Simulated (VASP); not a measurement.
Wanted: the native input for a VASP 6.6.1 run.

- Task: relaxation of cell and atoms
- Functional: PBE
- Potentials or basis: VASP PAW PBE potentials, release 64 (Mo_sv, Zn)
- Cutoff: 600 eV
- k mesh: 7 × 7 × 7
- Occupations: fermi-dirac, width 0.05 eV
- Spin: no spin polarisation
- Target pressure: 5 GPa
- Dipole correction: no
- Further INCAR settings: ALGO = Normal; EDIFF = 1e-06; IBRION = 2; EDIFFG = -0.01; NSW = 60; ISIF = 3

The structure of ZnMo3 lies in POSCAR:

```
ZnMo3
1.0
    3.9431540000      0.0000000000      0.0000000000
    0.0000000000      3.9431540000      0.0000000000
    0.0000000000      0.0000000000      3.9431540000
Mo Zn
3 1
Direct
    0.5000000000      0.5000000000      0.0000000000
    0.5000000000      0.0000000000      0.5000000000
    0.0000000000      0.5000000000      0.5000000000
    0.0000000000      0.0000000000      0.0000000000
```

The input as run:

INCAR

```
PREC = Accurate
ENCUT = 600
EDIFF = 1E-6
ISMEAR = -1
SIGMA = 0.05
LREAL = F
LASPH = T
NELM = 60
ALGO = Normal
ISIF = 3
LWAVE = F
LCHARG = F
GGA = PE
IBRION = 2
NSW = 60
EDIFFG = -0.01
PSTRESS = 50.0
```

KPOINTS

```
Automatic mesh
0
Gamma
  7 7 7
```

Potentials or basis: VASP PAW PBE potentials, release 64 (Mo_sv, Zn).

Run with:

```console
$ cat potpaw_PBE.64/Mo_sv/POTCAR potpaw_PBE.64/Zn/POTCAR > POTCAR
$ mpirun -np 1 vasp_std > vasp.out
```

Results of the run:

The relaxed volume is 14.94 Å³/atom, the relaxed cell is a = 3.910 Å, b = 3.910 Å, c = 3.910 Å, α = 90.00°, β = 90.00°, γ = 90.00° and the space group after relaxing (to 0.1 Å) is Pm-3m (No. 221). The energy change on relaxing (the run minimises the enthalpy) is +4.7 meV/atom, the ionic steps are 3 and the pressure after relaxing is 4.9 GPa. The band gap on the k mesh is zero (bands 27 and 28 overlap by 1.48 eV).

Caveat: the cell is relaxed towards a set pressure, so the run minimises the enthalpy, not the energy.

Run time: 64 s on 1 thread of Intel(R) Xeon(R) Platinum 8559C (Emerald Rapids) (shared host), peak memory 0.2 GiB.
